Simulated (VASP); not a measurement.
# Al (Fmmm) in VASP: notebook, part 2 of 2

VASP 6.6.1.

### Step 3. Single point, r2SCAN (strain -0.0200 x Voigt [1, -1, 0, 0, 0, 0])

File POSCAR:

```
Al
1.0
    0.0000000000      2.0644596000      2.0239800000
    1.9835004000      0.0000000000      2.0239800000
    1.9835004000      2.0644596000      0.0000000000
Al
1
Direct
    0.0000000000      0.0000000000      0.0000000000
```

File INCAR.step1:

```
SYSTEM = Al
  ALGO = Normal
  EDIFF = 1E-4
  ENCUT = 520
  GGA = PE
  ISMEAR = 0
  LASPH = .TRUE.
  LCHARG = .FALSE.
  LREAL = .FALSE.
  LWAVE = .TRUE.
  NBANDS = 8
  NELM = 100
  PREC = Accurate
  SIGMA = 0.15
```

File INCAR.step2:

```
SYSTEM = Al
  ALGO = Normal
  EDIFF = 1E-7
  ENCUT = 520
  ISIF = 2
  ISMEAR = 0
  ISTART = 1
  LASPH = .TRUE.
  LCHARG = .FALSE.
  LMIXTAU = .TRUE.
  LREAL = .FALSE.
  LWAVE = .FALSE.
  METAGGA = R2SCAN
  NBANDS = 8
  NELM = 100
  PREC = Accurate
  SIGMA = 0.15
```

File KPOINTS:

```
k-points
0
G
  20 20 20
  0 0 0
```

Potentials or basis: VASP PAW PBE potentials, release 64 (Al).

Command:

```sh
> cat potpaw_PBE.64/Al/POTCAR > POTCAR
> cp INCAR.step1 INCAR
> mpirun -np 1 vasp_std > vasp.out
> cp INCAR.step2 INCAR
> mpirun -np 1 vasp_std > vasp.out
```

OUTCAR:

```text
SYSTEM = Al
   EDIFF = 1E-7
   ENCUT = 520
   ISIF = 2
   ISMEAR = 0
   ISTART = 1
   LASPH = .TRUE.
   LREAL = .FALSE.
   METAGGA = R2SCAN
   NELM = 100
   PREC = Accurate

 ion  position               nearest neighbor table
   1  0.000  0.000  0.000-

  LATTYP: Found a face centered orthorhombic cell.
 ALAT       =     3.9670008000
 B/A-ratio  =     1.0204081633
 C/A-ratio  =     1.0408163265

  Lattice vectors:

 A1 = (   0.0000000000,   2.0644596000,  -2.0239800000)
 A2 = (   1.9835004000,   2.0644596000,   0.0000000000)
 A3 = (   1.9835004000,   0.0000000000,  -2.0239800000)

Analysis of symmetry for initial positions (statically):
=====================================================================
 Subroutine PRICEL returns:
 Original cell was already a primitive cell.

 Routine SETGRP: Setting up the symmetry group for a
 face centered orthorhombic supercell.

 Subroutine GETGRP returns: Found  8 space group operations
 (whereof  8 operations were pure point group operations)
 out of a pool of  8 trial point group operations.

The static configuration has the point symmetry D_2h.

Analysis of symmetry for dynamics (positions and initial velocities):
=====================================================================
 Subroutine PRICEL returns:
 Original cell was already a primitive cell.

 Routine SETGRP: Setting up the symmetry group for a
 face centered orthorhombic supercell.

 Subroutine GETGRP returns: Found  8 space group operations
 (whereof  8 operations were pure point group operations)
 out of a pool of  8 trial point group operations.

The dynamic configuration has the point symmetry D_2h.

 Subroutine INISYM returns: Found  8 space group operations
 (whereof  8 operations are pure point group operations),
 and found     1 'primitive' translations

----------------------------------------------------------------------------------------

                                     Primitive cell

  volume of cell :      16.5758

  direct lattice vectors                    reciprocal lattice vectors
     0.000000000  2.064459600  2.023980000    -0.252079606  0.242194132  0.247038014
     1.983500400  0.000000000  2.023980000     0.252079606 -0.242194132  0.247038014
     1.983500400  2.064459600  0.000000000     0.252079606  0.242194132 -0.247038014

  length of vectors
     2.891105062  2.833861125  2.862912377     0.428053625  0.428053625  0.428053625

  position of ions in fractional coordinates (direct lattice)
     0.000000000  0.000000000  0.000000000

  ion indices of the primitive-cell ions
   primitive index   ion index
                 1           1

----------------------------------------------------------------------------------------

 KPOINTS: k-points

Automatic generation of k-mesh.
 Grid dimensions read from file:
 generate k-points for:   20   20   20

 Generating k-lattice:

  Cartesian coordinates                     Fractional coordinates (reciprocal lattice)
    -0.012603980  0.012109707  0.012351901     0.050000000  0.000000000 -0.000000000
     0.012603980 -0.012109707  0.012351901     0.000000000  0.050000000  0.000000000
     0.012603980  0.012109707 -0.012351901    -0.000000000  0.000000000  0.050000000

  Length of vectors
     0.021402681  0.021402681  0.021402681

  Shift w.r.t. Gamma in fractional coordinates (k-lattice)
     0.000000000  0.000000000  0.000000000

 Subroutine IBZKPT returns following result:
 ===========================================

 Found   1166 irreducible k-points:

 Following reciprocal coordinates:
            Coordinates               Weight
  0.000000  0.000000  0.000000      1.000000
  0.050000  0.000000  0.000000      8.000000
  0.100000  0.000000  0.000000      8.000000
  0.150000  0.000000  0.000000      8.000000
  0.200000  0.000000  0.000000      8.000000
  0.250000  0.000000  0.000000      8.000000
[... 16 lines left out ...]
 -0.400000  0.050000  0.000000      8.000000
 -0.350000  0.050000  0.000000      8.000000
 [... further k-points ...]
   k-points           NKPTS =   1166   k-points in BZ     NKDIM =   1166   number of bands    NBANDS=      8
   number of dos      NEDOS =    301   number of ions     NIONS =      1
   total plane-waves  NPLWV =  13824
   dimension x,y,z NGX =    24 NGY =   24 NGZ =   24
   dimension x,y,z NGXF=    48 NGYF=   48 NGZF=   48
   ions per type =               1
   NGX,Y,Z   is equivalent  to a cutoff of  13.80, 14.08, 13.94 a.u.
   NGXF,Y,Z  is equivalent  to a cutoff of  27.60, 28.16, 27.87 a.u.
 SYSTEM =  Al
   PREC   = accura    normal or accurate (medium, high low for compatibility)
   ISTART =      1    job   : 0-new  1-cont  2-samecut
   ICHARG =      0    charge: 1-file 2-atom 10-const
   ISPIN  =      1    spin polarized calculation?
   LNONCOLLINEAR =      F non collinear calculations
   LSORBIT =      F    spin-orbit coupling
   LASPH  =      T    aspherical Exc in radial PAW
   ENCUT  =  520.0 eV  38.22 Ry    6.18 a.u.   5.38  5.27  5.32*2*pi/ulx,y,z
   NELM   =    100;   NELMIN=  2; NELMDL=  0     # of ELM steps
   EDIFF  = 0.1E-06   stopping-criterion for ELM
   LREAL  =      F    real-space projection
   EDIFFG = 0.1E-05   stopping-criterion for IOM
   NSW    =      0    number of steps for IOM
   IBRION =     -1    ionic relax: 0-MD 1-quasi-New 2-CG
   NFREE  =      0    steps in history (QN), initial steepest desc. (CG)
   ISIF   =      2    stress and relaxation
   ISYM   =      2    0-nonsym 1-usesym 2-fastsym
   POTIM  = 0.5000    time-step for ionic-motion
   TEBEG  =    0.0;   TEEND  =   0.0 temperature during run
   PSTRESS=    0.0 pullay stress
   NELECT =       3.0000    total number of electrons
   NUPDOWN=      -1.0000    fix difference up-down
   EMIN   =  10.00;   EMAX   =-10.00  energy-range for DOS
   EFERMI =   0.00;   METHOD = LEGACY
   ISMEAR =     0;   SIGMA  =   0.15  broadening in eV -4-tet -1-fermi 0-gaus
   EFERMI_NEDOS =   21; number of points for ismear=-14 and -15
   IALGO  =     38    algorithm
   IMIX   =      4    mixing-type and parameters
     AMIX     =   0.40;   BMIX     =  1.00
     AMIX_MAG =   1.60;   BMIX_MAG =  1.00
  volume/ion in A,a.u.               =      16.58       111.86
  Fermi-wavevector in a.u.,A,eV,Ry     =   0.926027  1.749937 11.667348  0.857526
  Thomas-Fermi vector in A             =   2.051945
   LORBIT       =      0    0 simple, 1 ext, 2 COOP (PROOUT), +10 PAW based schemes
   METAGGA = R2SCAN    functional components
   LHFCALC =     F    Hartree Fock is set to
   AEXX    =    0.0000 exact exchange contribution
   IVDW    =     0    specifies the selected vdW correction
   LEPSILON=     F    determine dielectric tensor
   LRPA    =     F    only Hartree local field effects (RPA)
 non-spin polarized calculation
 Gauss-broadening in eV      SIGMA  =   0.15
  energy-cutoff  :      520.00
  volume of cell :       16.58
 maximum number of plane-waves:       459
 NGX is ok and might be reduce to    24
   NGX = 11   NGY = 11   NGZ = 11

 number of electron       3.0000000 magnetization

 Free energy of the ion-electron system (eV)
  ---------------------------------------------------
  ext. energy  EPLUGINS =         0.00000000
  ---------------------------------------------------
  free energy    TOTEN  =        -6.72968991 eV

  energy without entropy =       -6.72566022  energy(sigma->0) =       -6.72767507

 E-fermi :   7.9975     XC(G=0): -10.8904

 val. band max:        7.9960806909   @ k =  -0.4500   0.1500   0.3000
 cond. band min:       8.0016252463   @ k =  -0.3000   0.0500   0.1000
 fundamental gap:      0.0055445554
 Fermi energy:         7.9975070992

 k-point     1 :       0.0000    0.0000    0.0000
  band No.  band energies     occupation
      1      -3.8376      2.00000
      2      21.0523      0.00000
      3      21.2861      0.00000
      4      21.5103      0.00000
      5      23.0607      0.00000
      6      23.1381      0.00000
      7      23.2075      0.00000
      8      25.3185      0.00000
[... 243 lines left out ...]
 k-point    24 :      -0.3500    0.0500    0.0000
  band No.  band energies     occupation
      1       0.0535      2.00000
      2       7.4034      2.00000
      3      17.8709      0.00000
      4      20.3084      0.00000
      5      20.5550      0.00000
      6      22.4036      0.00000
      7      23.9481      0.00000
      8      26.6076      0.00000

 [... further k-points ...]

------------------------ aborting loop because EDIFF is reached ----------------------------------------

  FORCE on cell =-STRESS in cart. coord.  units (eV):
  Direction    XX          YY          ZZ          XY          YZ          ZX
  --------------------------------------------------------------------------------------
  -------------------------------------------------------------------------------------
  Total       -0.2690284     -0.5051408     -0.3569875      0.0000000      0.0000000     -0.0000000
  in kB      -26.0036178    -48.8256597    -34.5055337      0.0000000      0.0000000     -0.0000000
  external PRESSURE =     -36.4449371 kB  Pullay stress =       0.0000000 kB

 VOLUME and BASIS-vectors are now :
 -----------------------------------------------------------------------------
  energy-cutoff  :      520.00
  volume of cell :       16.58
      direct lattice vectors                 reciprocal lattice vectors
     0.000000000  2.064459600  2.023980000    -0.252079606  0.242194132  0.247038014
     1.983500400  0.000000000  2.023980000     0.252079606 -0.242194132  0.247038014
     1.983500400  2.064459600  0.000000000     0.252079606  0.242194132 -0.247038014

 POSITION                                       TOTAL-FORCE (eV/Angst)
 -----------------------------------------------------------------------------------
      0.00000      0.00000      0.00000         0.000000      0.000000      0.000000
 -----------------------------------------------------------------------------------
    total drift:                               -0.000000     -0.000000     -0.000000

  FREE ENERGIE OF THE ION-ELECTRON SYSTEM (eV)
  ---------------------------------------------------
  free  energy   TOTEN  =        -6.7296899127 eV

  energy  without entropy=       -6.7256602181  energy(sigma->0) =       -6.72767507
```

OUTCAR.step1:

```text
SYSTEM = Al
   EDIFF = 1E-4
   ENCUT = 520
   GGA = PE
   ISMEAR = 0
   LASPH = .TRUE.
[... 484 lines left out ...]
 -----------------------------------------------------------------------------------
      0.00000      0.00000      0.00000        -0.000000      0.000000      0.000000
 -----------------------------------------------------------------------------------
    total drift:                               -0.000000      0.000000      0.000000

  FREE ENERGIE OF THE ION-ELECTRON SYSTEM (eV)
  ---------------------------------------------------
  free  energy   TOTEN  =        -3.7462232679 eV

  energy  without entropy=       -3.7415493108  energy(sigma->0) =       -3.74388629
```

Run time: 5.6 min. Hardware: 1 thread of AMD EPYC 9R45 (Zen 5), shared host; peak memory 0.22 GiB.

What came out:

| Item | Value |
| --- | --- |
| Free energy | -6.7297 eV |
| Pressure | -3.6 GPa |
| Band gap on the k mesh | zero (an odd number of electrons rules out a gap without spin polarisation) |

Levels at points of the mesh, in eV from the Fermi level:
| k point | band 1 | band 2 | band 3 | band 4 |
| --- | --- | --- | --- | --- |
| (0.00, 0.00, 0.00) | -11.84 | 13.05 | 13.29 | 13.51 |
| (0.50, 0.00, 0.00) | -5.01 | -4.55 | 11.60 | 11.75 |
| (0.50, 0.50, 0.00) | -3.18 | -1.68 | 5.46 | 5.83 |
| (0.50, 0.00, 0.50) | -3.48 | -2.10 | 5.69 | 6.28 |
| (0.00, 0.50, 0.50) | -2.85 | -1.25 | 5.19 | 5.49 |

Caveat: the cell differs from its parent crystal (strain -0.0200 x Voigt [1, -1, 0, 0, 0, 0]); the cell stands under tension; the PAW data sets were made with another functional, which shifts forces and pressure a little.

### Step 4. Single point, r2SCAN (strain +0.0150 x Voigt [1, -1, 0, 0, 0, 0])

File POSCAR:

```
Al
1.0
    0.0000000000      1.9936203000      2.0239800000
    2.0543397000      0.0000000000      2.0239800000
    2.0543397000      1.9936203000      0.0000000000
Al
1
Direct
    0.0000000000      0.0000000000      0.0000000000
```

File INCAR.step1:

```
SYSTEM = Al
PREC     = Accurate       ! precision mode
ENCUT    = 520            ! plane-wave cutoff, eV
ISMEAR   = 0              ! smearing method
SIGMA    = 0.15           ! smearing width, eV
LREAL    = .False.        ! projectors in reciprocal space
LASPH    = .True.         ! aspherical terms in the spheres
NELM     = 60             ! most SCF steps
NBANDS   = 8              ! bands
GGA      = PE             ! functional
ALGO     = Normal         ! electronic algorithm
EDIFF    = 1E-4           ! SCF threshold, eV
LWAVE    = .True.         ! write WAVECAR
LCHARG   = .False.        ! write CHGCAR
```

File INCAR.step2:

```
SYSTEM = Al
PREC     = Accurate       ! precision mode
ENCUT    = 520            ! plane-wave cutoff, eV
EDIFF    = 1E-6           ! SCF threshold, eV
ISMEAR   = 0              ! smearing method
SIGMA    = 0.15           ! smearing width, eV
LREAL    = .False.        ! projectors in reciprocal space
LASPH    = .True.         ! aspherical terms in the spheres
NELM     = 60             ! most SCF steps
ALGO     = Normal         ! electronic algorithm
ISIF     = 2              ! what is computed and relaxed
LWAVE    = .False.        ! write WAVECAR
LCHARG   = .True.         ! write CHGCAR
METAGGA  = R2SCAN         ! meta-GGA
LMIXTAU  = .True.       
LELF     = .True.         ! ELF
LVHAR    = .True.       
NBANDS   = 8              ! bands
ISTART   = 1
```

File KPOINTS:

```
Automatic mesh
0
Gamma
  20 20 20
  0 0 0
```

Command:

```sh
> cat potpaw_PBE.64/Al/POTCAR > POTCAR
> cp INCAR.step1 INCAR
> mpirun -np 1 vasp_std > vasp.out
> cp INCAR.step2 INCAR
> mpirun -np 1 vasp_std > vasp.out
```

Run time: 4.5 min. Hardware: 1 thread of AMD EPYC 9R45 (Zen 5), shared host; peak memory 0.22 GiB.

It converged, with:

| Item | Value |
| --- | --- |
| Free energy | -6.7306 eV |
| Pressure | -3.7 GPa |
| Band gap on the k mesh | zero (an odd number of electrons rules out a gap without spin polarisation) |

Stress tensor (GPa, compression positive):
```
-4.49  0.00  0.00
 0.00 -3.06  0.00
 0.00  0.00 -3.57
```

Levels at points of the mesh, in eV from the Fermi level:
| k point | band 1 | band 2 | band 3 | band 4 |
| --- | --- | --- | --- | --- |
| (0.00, 0.00, 0.00) | -11.84 | 13.10 | 13.27 | 13.44 |
| (0.50, 0.00, 0.00) | -5.01 | -4.56 | 11.70 | 11.86 |
| (0.50, 0.50, 0.00) | -3.19 | -1.68 | 5.44 | 5.85 |
| (0.50, 0.00, 0.50) | -2.95 | -1.36 | 5.25 | 5.60 |
| (0.00, 0.50, 0.50) | -3.41 | -2.00 | 5.62 | 6.19 |

Caveat: the cell differs from its parent crystal (strain +0.0150 x Voigt [1, -1, 0, 0, 0, 0]); the cell stands under tension; the PAW data sets were made with another functional, which shifts forces and pressure a little.

### Step 5. Single point, r2SCAN (strain -0.0100 x Voigt [1, -1, 0, 0, 0, 0])

File POSCAR:

```
Al
1.0
    0.0000000000      2.0442198000      2.0239800000
    2.0037402000      0.0000000000      2.0239800000
    2.0037402000      2.0442198000      0.0000000000
Al
1
Direct
    0.0000000000      0.0000000000      0.0000000000
```

File INCAR.step1:

```
ALGO = Normal
EDIFF = 1E-4
ENCUT = 520
GGA = PE
ISMEAR = 0
LASPH = T
LCHARG = F
LREAL = F
LWAVE = T
NBANDS = 8
NELM = 100
PREC = Accurate
SIGMA = 0.15
```

File INCAR.step2:

```
ALGO = Normal
EDIFF = 1E-6
ENCUT = 520
ISIF = 2
ISMEAR = 0
ISTART = 1
LASPH = T
LCHARG = F
LMIXTAU = T
LREAL = F
LWAVE = F
METAGGA = R2SCAN
NBANDS = 8
NELM = 100
PREC = Accurate
SIGMA = 0.15
```

File KPOINTS:

```
k-points
0
Gamma
  20 20 20
```

Command:

```sh
> cat potpaw_PBE.64/Al/POTCAR > POTCAR
> cp INCAR.step1 INCAR
> mpirun -np 1 vasp_std > vasp.out
> cp INCAR.step2 INCAR
> mpirun -np 1 vasp_std > vasp.out
```

It took 4.5 min on 1 thread of AMD EPYC 9R45 (Zen 5), shared host; peak memory 0.21 GiB.

Results (log left out):

```
Free energy            : -6.7311 eV
Pressure               : -3.8 GPa
Band gap on the k mesh : zero (an odd number of electrons rules out a gap without spin polarisation)
```

Stress tensor (GPa, compression positive):
```
-3.39  0.00  0.00
 0.00 -4.17  0.00
 0.00  0.00 -3.70
```

Levels at points of the mesh, in eV from the Fermi level:
| k point | band 1 | band 2 | band 3 | band 4 |
| --- | --- | --- | --- | --- |
| (0.00, 0.00, 0.00) | -11.85 | 13.14 | 13.26 | 13.37 |
| (0.50, 0.00, 0.00) | -5.02 | -4.57 | 11.80 | 11.98 |
| (0.50, 0.50, 0.00) | -3.19 | -1.69 | 5.43 | 5.87 |
| (0.50, 0.00, 0.50) | -3.35 | -1.90 | 5.55 | 6.10 |
| (0.00, 0.50, 0.50) | -3.03 | -1.48 | 5.30 | 5.70 |

Caveat: the cell differs from its parent crystal (strain -0.0100 x Voigt [1, -1, 0, 0, 0, 0]); the cell stands under tension; the PAW data sets were made with another functional, which shifts forces and pressure a little.

### Step 6. Overview

```tsv
level	potentials or basis	cell	gap on the mesh (eV)	pressure (GPa)
LDA	VASP PAW LDA potentials, release 64 (Al)	a = 2.891, b = 2.834, c = 2.863 Å, angles 61.0, 59.0, 60.0°, 1 atom	none	-3.5
r2SCAN	VASP PAW PBE potentials, release 64 (Al)	a = 2.891, b = 2.834, c = 2.863 Å, angles 61.0, 59.0, 60.0°, 1 atom	none	-3.6
r2SCAN	VASP PAW PBE potentials, release 64 (Al)	a = 2.841, b = 2.884, c = 2.863 Å, angles 59.3, 60.7, 60.0°, 1 atom	none	-3.7
r2SCAN	VASP PAW PBE potentials, release 64 (Al)	a = 2.877, b = 2.848, c = 2.862 Å, angles 60.5, 59.5, 60.0°, 1 atom	none	-3.8
```

Alike in all rows: task single point; no spin polarisation; k mesh 20 × 20 × 20; cutoff (eV) 520; smearing gaussian 0.15 eV.

Caveats: the cell stands under tension; the PAW data sets were made with another functional, which shifts forces and pressure a little (at least some runs).

Total energies depend on the potentials used, so only differences within one code and one set of settings carry meaning.
